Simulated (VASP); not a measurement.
# AlNi (Pm-3m) in VASP: further runs

AlNi is run at these levels: revPBE, PBEsol+D4, RPBE+D3(BJ); tasks: single point, relaxation of cell and atoms.

All numbers are computed with VASP 6.6.1; they aren't measurements. Logs are shortened: lines on timing, memory, paths and dates and some standing lists are left out, and cuts for length are marked.

## (1) The cell of the first run

It takes space group Pm-3m (No. 221, cubic). Conventional cell: a = 2.910 Å, b = 2.910 Å, c = 2.910 Å, α = 90.00°, β = 90.00°, γ = 90.00°. Ni (site symmetry m-3m) has 8 Al at 2.52 Å and 6 Ni at 2.91 Å within 3.3 Å. Within 3.3 Å of Al (site symmetry m-3m) lie 8 Ni at 2.52 Å and 6 Al at 2.91 Å.

## (2) Single point, revPBE, collinear spin, ferromagnetic start

The input, INCAR:

```
ALGO     = Normal         # electronic algorithm
EDIFF    = 1E-6           # SCF threshold, eV
ENCUT    = 520            # plane-wave cutoff, eV
GGA      = RE             # functional
ISIF     = 2              # what is computed and relaxed
ISMEAR   = -1             # smearing method
ISPIN    = 2              # spin polarisation
LASPH    = True           # aspherical terms in the spheres
LCHARG   = False          # write CHGCAR
LMAXMIX  = 4              # l up to which the mixer works
LORBIT   = 11             # projections on sites
LREAL    = False          # projectors in reciprocal space
LWAVE    = False          # write WAVECAR
MAGMOM   = 1 0            # initial moments
NBANDS   = 18             # bands
NELM     = 150            # most SCF steps
PREC     = Accurate       # precision mode
SIGMA    = 0.05           # smearing width, eV
```

The input, KPOINTS:

```
k-points
0
Gamma
  9 9 9
```

The input, POSCAR:

```
AlNi
1.0
    2.9096187359      0.0000000000      0.0000000000
    0.0000000000      2.9096187359      0.0000000000
    0.0000000000      0.0000000000      2.9096187359
Ni Al
1 1
Direct
    0.5000000000      0.5000000000      0.5000000000
    0.0000000000      0.0000000000      0.0000000000
```

Potentials or basis: VASP PAW PBE potentials, release 64 (Ni, Al).

The run is started by

```console
$ cat potpaw_PBE.64/Ni/POTCAR potpaw_PBE.64/Al/POTCAR > POTCAR
$ mpirun -np 1 vasp_std > vasp.out
```

OUTCAR:

```text
EDIFF = 1E-6
   ENCUT = 520
   GGA = RE
   ISIF = 2
   ISMEAR = -1
   ISPIN = 2
   LASPH = True
   LORBIT = 11
   LREAL = False
   NELM = 150
   PREC = Accurate

 ion  position               nearest neighbor table
   1  0.500  0.500  0.500-   2 2.52   2 2.52   2 2.52   2 2.52   2 2.52   2 2.52   2 2.52   2 2.52

   2  0.000  0.000  0.000-   1 2.52   1 2.52   1 2.52   1 2.52   1 2.52   1 2.52   1 2.52   1 2.52

  LATTYP: Found a simple cubic cell.
 ALAT       =     2.9096187359

  Lattice vectors:

 A1 = (   2.9096187359,   0.0000000000,   0.0000000000)
 A2 = (   0.0000000000,   2.9096187359,   0.0000000000)
 A3 = (   0.0000000000,   0.0000000000,   2.9096187359)

Analysis of symmetry for initial positions (statically):
=====================================================================
 Subroutine PRICEL returns:
 Original cell was already a primitive cell.

 Routine SETGRP: Setting up the symmetry group for a
 simple cubic supercell.

 Subroutine GETGRP returns: Found 48 space group operations
 (whereof 48 operations were pure point group operations)
 out of a pool of 48 trial point group operations.

The static configuration has the point symmetry O_h .

Analysis of symmetry for dynamics (positions and initial velocities):
=====================================================================
 Subroutine PRICEL returns:
 Original cell was already a primitive cell.

 Routine SETGRP: Setting up the symmetry group for a
 simple cubic supercell.

 Subroutine GETGRP returns: Found 48 space group operations
 (whereof 48 operations were pure point group operations)
 out of a pool of 48 trial point group operations.

The dynamic configuration has the point symmetry O_h .

Analysis of structural, dynamic, and magnetic symmetry:
=====================================================================
 Subroutine PRICEL returns:
 Original cell was already a primitive cell.

 Routine SETGRP: Setting up the symmetry group for a
 simple cubic supercell.

 Subroutine GETGRP returns: Found 48 space group operations
 (whereof 48 operations were pure point group operations)
 out of a pool of 48 trial point group operations.

The overall configuration has the point symmetry O_h .

 Subroutine INISYM returns: Found 48 space group operations
 (whereof 48 operations are pure point group operations),
 and found     1 'primitive' translations

----------------------------------------------------------------------------------------

                                     Primitive cell

  volume of cell :      24.6325

  direct lattice vectors                    reciprocal lattice vectors
     2.909618736  0.000000000  0.000000000     0.343687641  0.000000000  0.000000000
     0.000000000  2.909618736  0.000000000     0.000000000  0.343687641  0.000000000
     0.000000000  0.000000000  2.909618736     0.000000000  0.000000000  0.343687641

  length of vectors
     2.909618736  2.909618736  2.909618736     0.343687641  0.343687641  0.343687641

  position of ions in fractional coordinates (direct lattice)
     0.500000000  0.500000000  0.500000000
     0.000000000  0.000000000  0.000000000

  ion indices of the primitive-cell ions
   primitive index   ion index
                 1           1
                 2           2

----------------------------------------------------------------------------------------

 KPOINTS: k-points

Automatic generation of k-mesh.
 Grid dimensions read from file:
 generate k-points for:    9    9    9

 Generating k-lattice:

  Cartesian coordinates                     Fractional coordinates (reciprocal lattice)
     0.038187516  0.000000000  0.000000000     0.111111111  0.000000000  0.000000000
     0.000000000  0.038187516  0.000000000     0.000000000  0.111111111  0.000000000
     0.000000000  0.000000000  0.038187516     0.000000000  0.000000000  0.111111111

  Length of vectors
     0.038187516  0.038187516  0.038187516

  Shift w.r.t. Gamma in fractional coordinates (k-lattice)
     0.000000000  0.000000000  0.000000000

 Subroutine IBZKPT returns following result:
 ===========================================

 Found     35 irreducible k-points:

 Following reciprocal coordinates:
            Coordinates               Weight
  0.000000  0.000000  0.000000      1.000000
  0.111111  0.000000  0.000000      6.000000
  0.222222  0.000000  0.000000      6.000000
  0.333333  0.000000  0.000000      6.000000
  0.444444  0.000000  0.000000      6.000000
  0.111111  0.111111  0.000000     12.000000
[... 16 lines left out ...]
  0.333333  0.333333  0.111111     24.000000
  0.444444  0.333333  0.111111     48.000000
 [... further k-points ...]
   k-points           NKPTS =     35   k-points in BZ     NKDIM =     35   number of bands    NBANDS=     18
   number of dos      NEDOS =    301   number of ions     NIONS =      2
   total plane-waves  NPLWV =  13824
   dimension x,y,z NGX =    24 NGY =   24 NGZ =   24
[... 82 lines left out ...]
     17      32.7214      0.00000
     18      32.7214      0.00000

 k-point     2 :       0.1111    0.0000    0.0000
  band No.  band energies     occupation
      1      -0.9696      1.00000
      2       6.6055      1.00000
      3       6.6806      1.00000
      4       8.1452      1.00000
      5       8.1452      1.00000
      6       8.2461      1.00000
[... 10 lines left out ...]
     17      31.8957      0.00000
     18      33.5204      0.00000

 k-point     3 :       0.2222    0.0000    0.0000
  band No.  band energies     occupation
      1      -0.3100      1.00000
      2       6.3756      1.00000
      3       6.8111      1.00000
      4       7.9316      1.00000
      5       7.9316      1.00000
      6       8.2707      1.00000
[... 412 lines left out ...]
 k-point    23 :       0.3333    0.3333    0.1111
  band No.  band energies     occupation
      1       2.7122      1.00000
      2       6.1344      1.00000
      3       6.6817      1.00000
      4       7.4577      1.00000
      5       7.8030      1.00000
      6       7.8790      1.00000
[... 10 lines left out ...]
     17      30.4124      0.00000
     18      34.8122      0.00000

 k-point    24 :       0.4444    0.3333    0.1111
  band No.  band energies     occupation
      1       3.8270      1.00000
      2       5.4176      1.00000
      3       6.8236      1.00000
      4       7.3420      1.00000
      5       7.8801      1.00000
      6       8.0184      1.00000
[... 10 lines left out ...]
     17      31.9328      0.00000
     18      35.6735      0.00000

 [... further k-points ...]

 spin component 2

 k-point     1 :       0.0000    0.0000    0.0000
  band No.  band energies     occupation
      1      -1.1921      1.00000
      2       6.6310      1.00000
      3       6.6310      1.00000
      4       8.2367      1.00000
      5       8.2367      1.00000
      6       8.2367      1.00000
[... 10 lines left out ...]
     17      32.7213      0.00000
     18      32.7213      0.00000

 k-point     2 :       0.1111    0.0000    0.0000
  band No.  band energies     occupation
      1      -0.9696      1.00000
      2       6.6061      1.00000
      3       6.6812      1.00000
      4       8.1456      1.00000
      5       8.1456      1.00000
      6       8.2464      1.00000
[... 10 lines left out ...]
     17      31.8957      0.00000
     18      33.5204      0.00000

 k-point     3 :       0.2222    0.0000    0.0000
  band No.  band energies     occupation
      1      -0.3100      1.00000
      2       6.3760      1.00000
      3       6.8117      1.00000
      4       7.9319      1.00000
      5       7.9319      1.00000
      6       8.2711      1.00000
[... 412 lines left out ...]
 k-point    23 :       0.3333    0.3333    0.1111
  band No.  band energies     occupation
      1       2.7121      1.00000
      2       6.1346      1.00000
      3       6.6819      1.00000
      4       7.4582      1.00000
      5       7.8034      1.00000
      6       7.8794      1.00000
[... 10 lines left out ...]
     17      30.4124      0.00000
     18      34.8122      0.00000

 k-point    24 :       0.4444    0.3333    0.1111
  band No.  band energies     occupation
      1       3.8269      1.00000
      2       5.4176      1.00000
      3       6.8238      1.00000
      4       7.3426      1.00000
      5       7.8804      1.00000
      6       8.0187      1.00000
[... 10 lines left out ...]
     17      31.9328      0.00000
     18      35.6739      0.00000

 [... further k-points ...]

------------------------ aborting loop because EDIFF is reached ----------------------------------------

  FORCE on cell =-STRESS in cart. coord.  units (eV):
  Direction    XX          YY          ZZ          XY          YZ          ZX
  --------------------------------------------------------------------------------------
  -------------------------------------------------------------------------------------
  Total       -0.0124446     -0.0124446     -0.0124446      0.0000000     -0.0000000      0.0000000
  in kB       -0.8094354     -0.8094354     -0.8094354      0.0000000     -0.0000000      0.0000000
  external PRESSURE =      -0.8094354 kB  Pullay stress =       0.0000000 kB

 VOLUME and BASIS-vectors are now :
 -----------------------------------------------------------------------------
  energy-cutoff  :      520.00
  volume of cell :       24.63
      direct lattice vectors                 reciprocal lattice vectors
     2.909618736  0.000000000  0.000000000     0.343687641  0.000000000  0.000000000
     0.000000000  2.909618736  0.000000000     0.000000000  0.343687641  0.000000000
     0.000000000  0.000000000  2.909618736     0.000000000  0.000000000  0.343687641

 POSITION                                       TOTAL-FORCE (eV/Angst)
 -----------------------------------------------------------------------------------
      1.45481      1.45481      1.45481         0.000000      0.000000      0.000000
      0.00000      0.00000      0.00000         0.000000      0.000000      0.000000
 -----------------------------------------------------------------------------------
    total drift:                                0.000000      0.000000     -0.000000

  FREE ENERGIE OF THE ION-ELECTRON SYSTEM (eV)
  ---------------------------------------------------
  free  energy   TOTEN  =        -9.9127657762 eV

  energy  without entropy=       -9.9057766915  energy(sigma->0) =       -9.90927123

 total charge

# of ion       s       p       d       tot
------------------------------------------
    1        0.462   0.493   8.451   9.406
    2        0.383   0.401   0.000   0.784
--------------------------------------------------
tot          0.845   0.894   8.451  10.190

 magnetization (x)

# of ion       s       p       d       tot
------------------------------------------
    1        0.000  -0.000   0.000   0.000
    2        0.000   0.000   0.000   0.000
--------------------------------------------------
tot          0.000   0.000   0.000   0.000
```

It took 46 s on 1 thread of Intel Xeon 8259CL, shared host; peak memory 0.16 GiB.

What came out:

- Free energy: -9.9128 eV
- Pressure: -0.1 GPa
- Net moment: 0.00 μB per cell
- Valence electrons inside the program's atomic spheres: Ni 9.41; Al 0.78

Caveat: the PAW data sets were made with another functional, which shifts forces and pressure a little.

## (3) Relaxation of cell and atoms, PBEsol+D4, collinear spin, ferromagnetic start

This run uses another cell than the first one, of 11.96 Å³/atom.

The input, INCAR:

```
PREC = Accurate
ENCUT = 600
EDIFF = 1E-6
ISMEAR = -1
SIGMA = 0.05
LREAL = F
LASPH = T
NELM = 150
ALGO = Normal
ISIF = 3
LWAVE = F
LCHARG = F
ISPIN = 2
MAGMOM = 1 0
LORBIT = 11
LMAXMIX = 4
GGA = PS
IVDW = 13
IBRION = 2
NSW = 60
EDIFFG = -0.01
```

The input, KPOINTS:

```
Automatic mesh
0
Gamma
  9 9 9
```

The input, POSCAR:

```
AlNi
1.0
    2.8810000000      0.0000000000      0.0000000000
    0.0000000000      2.8810000000      0.0000000000
    0.0000000000      0.0000000000      2.8810000000
Ni Al
1 1
Direct
    0.5000000000      0.5000000000      0.5000000000
    0.0000000000      0.0000000000      0.0000000000
```

Potentials or basis: VASP PAW PBE potentials, release 64 (Ni, Al).

The run is started by

```console
$ cat potpaw_PBE.64/Ni/POTCAR potpaw_PBE.64/Al/POTCAR > POTCAR
$ mpirun -np 1 vasp_std > vasp.out
```

Run time: 55 s. Hardware: 1 thread of Intel Xeon 8259CL, shared host; peak memory 0.16 GiB.

The run converged. Its results:

```yaml
Free_energy: -12.1091 eV
Relaxed_volume: 11.51 Å³/atom
Relaxed_cell: a = 2.845 Å, b = 2.845 Å, c = 2.845 Å, α = 90.00°, β = 90.00°, γ = 90.00°
Space_group_after_relaxing_to_0.1_Å: Pm-3m (No. 221)
Energy_gained_by_relaxing: 9.1 meV/atom
Ionic_steps: 3
Pressure_after_relaxing: 0.0 GPa
Net_moment: 0.00 μB per cell
Valence_electrons_inside_the_program's_atomic_spheres: Ni 9.55; Al 0.82
Dispersion_energy_per_atom: -0.264 eV
```

The path:
```tsv
step	energy change (eV)	largest force (eV/Å)	pressure (GPa)	volume (Å³)
1	0.0000	0.0000	-6.27	23.91
2	-0.0060	0.0000	5.87	22.33
3	-0.0182	0.0000	-0.03	23.02
```

Final structure:
```cif
data_structure
_symmetry_space_group_name_H-M 'P 1'
_symmetry_Int_Tables_number 1
_cell_length_a 2.8447
_cell_length_b 2.8447
_cell_length_c 2.8447
_cell_angle_alpha 90.000
_cell_angle_beta 90.000
_cell_angle_gamma 90.000
_cell_volume 23.02
loop_
_atom_site_label
_atom_site_type_symbol
_atom_site_fract_x
_atom_site_fract_y
_atom_site_fract_z
_atom_site_occupancy
Ni1 Ni 0.50000 0.50000 0.50000 1
Al1 Al 0.00000 0.00000 0.00000 1
```

Levels at points of the mesh, in eV from the Fermi level:
Spin up:
| k point | band 2 | band 3 | band 4 | band 5 | band 6 | band 7 | band 8 | band 9 | band 10 | band 11 |
| --- | --- | --- | --- | --- | --- | --- | --- | --- | --- | --- |
| (0.00, 0.00, 0.00) | -3.45 | -3.45 | -1.65 | -1.65 | -1.65 | 5.65 | 5.65 | 5.65 | 8.25 | 8.25 |
Spin down:
```
           k point  band 4  band 5  band 6  band 7  band 8  band 9
(0.00, 0.00, 0.00)   -1.65   -1.65   -1.65    5.65    5.65    5.65
```

Caveat: the PAW data sets were made with another functional, which shifts forces and pressure a little.

## (4) Single point, RPBE+D3(BJ), collinear spin, ferromagnetic start

This run uses another cell than the first one, of 10.38 Å³/atom.

The input, INCAR:

```
SYSTEM = AlNi
PREC     = Accurate       ! precision mode
ENCUT    = 520            ! plane-wave cutoff, eV
EDIFF    = 1E-6           ! SCF threshold, eV
ISMEAR   = -1             ! smearing method
SIGMA    = 0.05           ! smearing width, eV
LREAL    = .False.        ! projectors in reciprocal space
LASPH    = .True.         ! aspherical terms in the spheres
NELM     = 150            ! most SCF steps
ALGO     = Normal         ! electronic algorithm
ISIF     = 2              ! what is computed and relaxed
LWAVE    = .False.        ! write WAVECAR
LCHARG   = .False.        ! write CHGCAR
ISPIN    = 2              ! spin polarisation
MAGMOM   = 1 0            ! initial moments
LORBIT   = 11             ! projections on sites
LMAXMIX  = 4              ! l up to which the mixer works
GGA      = RP             ! functional
IVDW     = 12             ! dispersion correction
NBANDS   = 18             ! bands
```

The input, KPOINTS:

```
regular mesh
0
Gamma
  9 9 9
  0 0 0
```

The input, POSCAR:

```
AlNi
1.0
    2.7485302760      0.0000000000      0.0000000000
    0.0000000000      2.7485302760      0.0000000000
    0.0000000000      0.0000000000      2.7485302760
Ni Al
1 1
Direct
    0.5000000000      0.5000000000      0.5000000000
    0.0000000000      0.0000000000      0.0000000000
```

The run is started by

```console
$ cat potpaw_PBE.64/Ni/POTCAR potpaw_PBE.64/Al/POTCAR > POTCAR
$ mpirun -np 1 vasp_std > vasp.out
```

Wall time 19 s (1 thread of Intel Xeon 8259CL, shared host); peak memory 0.15 GiB.

The run converged. Its results:

```
Free energy                                           : -14.5975 eV
Pressure                                              : -0.4 GPa
Net moment                                            : 0.00 μB per cell
Valence electrons inside the program's atomic spheres : Ni 9.73; Al 0.89
Dispersion energy per atom                            : -2.632 eV
```

Levels at points of the mesh, in eV from the Fermi level:
Spin up:
```
           k point  band 4  band 5  band 6  band 7  band 8  band 9
(0.00, 0.00, 0.00)   -1.93   -1.93   -1.93    6.11    6.11    6.11
```
Spin down:
| k point | band 2 | band 3 | band 4 | band 5 | band 6 | band 7 | band 8 | band 9 | band 10 | band 11 |
| --- | --- | --- | --- | --- | --- | --- | --- | --- | --- | --- |
| (0.00, 0.00, 0.00) | -4.04 | -4.04 | -1.93 | -1.93 | -1.93 | 6.11 | 6.11 | 6.11 | 8.48 | 8.48 |

Caveat: the PAW data sets were made with another functional, which shifts forces and pressure a little.

## (5) Summary

```csv
task,level,cell,cutoff (eV),gap on the mesh (eV),pressure (GPa),moment (μB)
single point,revPBE,"a = 2.910 Å, 2 atoms",520,none,-0.1,0.00
relaxation of cell and atoms,PBEsol+D4,"relaxed from a = 2.881 Å, 2 atoms",600,none,0.0,0.00
single point,RPBE+D3(BJ),"a = 2.749 Å, 2 atoms",520,none,-0.4,0.00
```

Alike in all rows: potentials or basis VASP PAW PBE potentials, release 64 (Ni, Al); spin collinear, ferromagnetic start; k mesh 9 × 9 × 9; smearing fermi-dirac 0.05 eV.

Caveats: the PAW data sets were made with another functional, which shifts forces and pressure a little.

Total energies depend on the potentials used, so only differences within one code and one set of settings carry meaning.
